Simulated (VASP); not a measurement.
# As (R-3m) in VASP: further runs, part 2 of 2

VASP 6.6.1. Earlier steps stand in the parts before.

## (5) Single point, LDA

File INCAR:

```
SYSTEM = As
PREC     = Accurate       ! precision mode
ENCUT    = 500            ! plane-wave cutoff, eV
EDIFF    = 1E-6           ! SCF threshold, eV
ISMEAR   = -1             ! smearing method
SIGMA    = 0.3            ! smearing width, eV
LREAL    = .FALSE.        ! projectors in reciprocal space
LASPH    = .TRUE.         ! aspherical terms in the spheres
NELM     = 120            ! most SCF steps
ALGO     = Normal         ! electronic algorithm
ISIF     = 2              ! what is computed and relaxed
LWAVE    = .FALSE.        ! write WAVECAR
LCHARG   = .FALSE.        ! write CHGCAR
NBANDS   = 12             ! bands
GGA_COMPAT= .FALSE.
```

File KPOINTS:

```
Automatic mesh
0
G
  10 10 10
  0 0 0
```

File POSCAR:

```
As
1.0
    1.8799878575      1.0854114956      3.3276505507
   -1.8799878575      1.0854114956      3.3276505507
    0.0000000000     -2.1708229912      3.3276505507
As
2
Direct
    0.7695128170      0.7695128170      0.7695128170
    0.2304871830      0.2304871830      0.2304871830
```

Potentials or basis: VASP PAW LDA potentials, release 64 (As).

Run with:

```bash
$ cat potpaw_LDA.64/As/POTCAR > POTCAR
$ mpirun -np 1 vasp_std > vasp.out
```

OUTCAR:

```text
SYSTEM = As
   PREC = Accurate
   ENCUT = 500
   EDIFF = 1E-6
   ISMEAR = -1
   LREAL = .FALSE.
   LASPH = .TRUE.
   NELM = 120
   ISIF = 2

 ion  position               nearest neighbor table
   1  0.770  0.770  0.770-   2 2.52   2 2.52   2 2.52
   2  0.230  0.230  0.230-   1 2.52   1 2.52   1 2.52

  LATTYP: Found a trigonal (rhomboedric) cell.
 ALAT       =     3.9731260547
 COS(alpha) =     0.5522089635

  Lattice vectors:

 A1 = (   1.8799878575,   1.0854114956,   3.3276505507)
 A2 = (  -1.8799878575,   1.0854114956,   3.3276505507)
 A3 = (   0.0000000000,  -2.1708229912,   3.3276505507)

Analysis of symmetry for initial positions (statically):
=====================================================================
 Subroutine PRICEL returns:
 Original cell was already a primitive cell.

 Routine SETGRP: Setting up the symmetry group for a
 trigonal (rhombohedral) supercell.

 Subroutine GETGRP returns: Found 12 space group operations
 (whereof 12 operations were pure point group operations)
 out of a pool of 12 trial point group operations.

The static configuration has the point symmetry D_3d.

Analysis of symmetry for dynamics (positions and initial velocities):
=====================================================================
 Subroutine PRICEL returns:
 Original cell was already a primitive cell.

 Routine SETGRP: Setting up the symmetry group for a
 trigonal (rhombohedral) supercell.

 Subroutine GETGRP returns: Found 12 space group operations
 (whereof 12 operations were pure point group operations)
 out of a pool of 12 trial point group operations.

The dynamic configuration has the point symmetry D_3d.

 Subroutine INISYM returns: Found 12 space group operations
 (whereof 12 operations are pure point group operations),
 and found     1 'primitive' translations

----------------------------------------------------------------------------------------

                                     Primitive cell

  volume of cell :      40.7416
[... 117 lines left out ...]
   IVDW    =     0    specifies the selected vdW correction
   LEPSILON=     F    determine dielectric tensor
   LRPA    =     F    only Hartree local field effects (RPA)
 non-spin polarized calculation
  energy-cutoff  :      500.00
  volume of cell :       40.74
 maximum number of plane-waves:      1060
 NGX is ok and might be reduce to    30
   NGX = 15   NGY = 15   NGZ = 15

 number of electron      10.0000001 magnetization

 Free energy of the ion-electron system (eV)
  ---------------------------------------------------
  ext. energy  EPLUGINS =         0.00000000
  ---------------------------------------------------
  free energy    TOTEN  =       -10.84104090 eV

  energy without entropy =      -10.69346384  energy(sigma->0) =      -10.76725237

 E-fermi :   5.9357     XC(G=0): -10.4178

 val. band max:        5.9057397263   @ k =   0.4000   0.2000   0.2000
 cond. band min:       5.9493651252   @ k =   0.4000   0.1000   0.1000
 fundamental gap:      0.0436253988
 Fermi energy:         5.9357429745

 k-point     1 :       0.0000    0.0000    0.0000
  band No.  band energies     occupation
      1      -9.3336      2.00000
      2       0.5222      2.00000
      3       3.6102      1.99914
      4       3.8857      1.99785
      5       3.8857      1.99785
      6       8.1490      0.00125
      7       9.1815      0.00004
      8       9.1815      0.00004
      9      12.4790      0.00000
     10      12.4790      0.00000
     11      12.9093      0.00000
     12      14.6037      0.00000
[... 331 lines left out ...]
 k-point    24 :       0.4000    0.3000    0.0000
  band No.  band energies     occupation
      1      -7.2833      2.00000
      2      -3.0011      2.00000
      3       0.6653      2.00000
      4       1.9466      2.00000
      5       2.4550      1.99998
      6       8.3044      0.00074
      7      10.6821      0.00000
      8      11.0066      0.00000
      9      11.5990      0.00000
     10      16.7361      0.00000
     11      17.0903      0.00000
     12      17.9325      0.00000

 [... further k-points ...]

------------------------ aborting loop because EDIFF is reached ----------------------------------------

  FORCE on cell =-STRESS in cart. coord.  units (eV):
  Direction    XX          YY          ZZ          XY          YZ          ZX
  --------------------------------------------------------------------------------------
  -------------------------------------------------------------------------------------
  Total        0.1194024      0.1194024      0.1900079     -0.0000000     -0.0000000      0.0000000
  in kB        4.6955377      4.6955377      7.4721183     -0.0000000     -0.0000000      0.0000000
  external PRESSURE =       5.6210646 kB  Pullay stress =       0.0000000 kB

 VOLUME and BASIS-vectors are now :
 -----------------------------------------------------------------------------
  energy-cutoff  :      500.00
  volume of cell :       40.74
      direct lattice vectors                 reciprocal lattice vectors
     1.879987857  1.085411496  3.327650551     0.265959165  0.153551595  0.100170775
    -1.879987857  1.085411496  3.327650551    -0.265959165  0.153551595  0.100170775
     0.000000000 -2.170822991  3.327650551     0.000000000 -0.307103191  0.100170775

 POSITION                                       TOTAL-FORCE (eV/Angst)
 -----------------------------------------------------------------------------------
      0.00000      0.00000      7.68201         0.000000     -0.000000     -0.164347
      0.00000      0.00000      2.30094         0.000000      0.000000      0.164347
 -----------------------------------------------------------------------------------
    total drift:                               -0.000000      0.000000      0.000000

  FREE ENERGIE OF THE ION-ELECTRON SYSTEM (eV)
  ---------------------------------------------------
  free  energy   TOTEN  =       -10.8410408985 eV

  energy  without entropy=      -10.6934638352  energy(sigma->0) =      -10.76725237
```

OSZICAR:

```text
N       E                     dE             d eps       ncg     rms          rms(c)
DAV:   1     0.268387244419E+02    0.26839E+02   -0.40960E+03  2784   0.674E+02
DAV:   2    -0.928420520160E+01   -0.36123E+02   -0.34468E+02  3736   0.110E+02
DAV:   3    -0.108741937925E+02   -0.15900E+01   -0.15772E+01  3464   0.236E+01
DAV:   4    -0.108819128243E+02   -0.77190E-02   -0.77177E-02  3188   0.187E+00
DAV:   5    -0.108819312624E+02   -0.18438E-04   -0.18438E-04  3448   0.980E-02    0.366E+00
DAV:   6    -0.108550865550E+02    0.26845E-01   -0.62814E-03  3132   0.430E-01    0.216E+00
DAV:   7    -0.108410469407E+02    0.14040E-01   -0.12472E-02  3132   0.620E-01    0.680E-02
DAV:   8    -0.108410379183E+02    0.90224E-05   -0.27693E-04  3240   0.106E-01    0.187E-02
DAV:   9    -0.108410412475E+02   -0.33292E-05   -0.15525E-05  3380   0.222E-02    0.752E-03
DAV:  10    -0.108410408985E+02    0.34902E-06   -0.12374E-06  2172   0.601E-03
   1 F= -.10841041E+02 E0= -.10767252E+02  d E =-.147577E+00
```

stdout:

```text
POSCAR found type information on POSCAR As
 POSCAR found :  1 types and       2 ions
 scaLAPACK will be used
 LDA part: xc-table for (Slater(with rela. corr.)+CA(PZ))
 , standard interpolation
 POSCAR, INCAR and KPOINTS ok, starting setup
 FFT: planning ... GRIDC
 FFT: planning ... GRID_SOFT
 FFT: planning ... GRID
 WAVECAR not read
 entering main loop
```

Wall time 69 s (1 thread of Intel Xeon 8259CL, shared host); peak memory 0.18 GiB.

What came out:

```
Free energy            : -10.8410 eV
Pressure               : 0.6 GPa
Largest force          : 0.164 eV/Å
Band gap on the k mesh : zero (band 5 reaches 5.96 eV, above the bottom of band 6 at 5.73 eV)
```

Forces on the atoms (eV/Å):
```
As   0.000  0.000 -0.164
As   0.000  0.000  0.164
```

Stress tensor (GPa, compression positive):
```
0.47 0.00 0.00
0.00 0.47 0.00
0.00 0.00 0.75
```

## (6) The runs side by side

| smearing | gap on the mesh (eV) | pressure (GPa) | largest force (eV/Å) |
| --- | --- | --- | --- |
| fermi-dirac 0.03 eV | none | 0.5 | 0.06 |
| fermi-dirac 0.1 eV | none | 0.5 | 0.07 |
| fermi-dirac 0.2 eV | none | 0.5 | 0.11 |
| fermi-dirac 0.3 eV | none | 0.6 | 0.16 |

Alike in all rows: task single point; level LDA; potentials or basis VASP PAW LDA potentials, release 64 (As); no spin polarisation; cell as given; k mesh 10 × 10 × 10; cutoff (eV) 500.

Every run on the cell as given and a fine mesh finds a metal.

Absolute energies hang on the potentials; compare differences alone.
